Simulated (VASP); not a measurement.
Here is a VASP 6.6.1 calculation.

File INCAR:

```
SYSTEM = CsBr
  PREC = Accurate
  ENCUT = 500
  EDIFF = 1E-6
  ISMEAR = 0
  SIGMA = 0.01
  LREAL = .FALSE.
  LASPH = .TRUE.
  NELM = 120
  ALGO = Normal
  ISIF = 2
  LWAVE = .FALSE.
  LCHARG = .FALSE.
  GGA = PE
  NBANDS = 15
  GGA_COMPAT = .FALSE.
```

The input KPOINTS:

```
regular mesh
0
G
  6 6 6
  0 0 0
```

POSCAR

```
CsBr
1.0
    4.4770833754      0.0000000000      0.0000000000
    0.0000000000      4.4770833754      0.0000000000
    0.0000000000      0.0000000000      4.4770833754
Cs Br
1 1
Direct
    0.0000000000      0.0000000000      0.0000000000
    0.5000000000      0.5000000000      0.5000000000
```

Potentials or basis: VASP PAW PBE potentials, release 64 (Cs_sv, Br).

Launch:

```console
$ cat potpaw_PBE.64/Cs_sv/POTCAR potpaw_PBE.64/Br/POTCAR > POTCAR
$ mpirun -np 1 vasp_std > vasp.out
```

Problem. Estimate the pressure.

Solution. -0.6 GPa.

Problem. Predict the band gap on the k mesh.

Solution. 4.04 eV, indirect (least direct gap 4.08 eV).

Caveat: spin-orbit coupling is left out, which moves the levels of the heavy elements. A k mesh can miss the band edges.
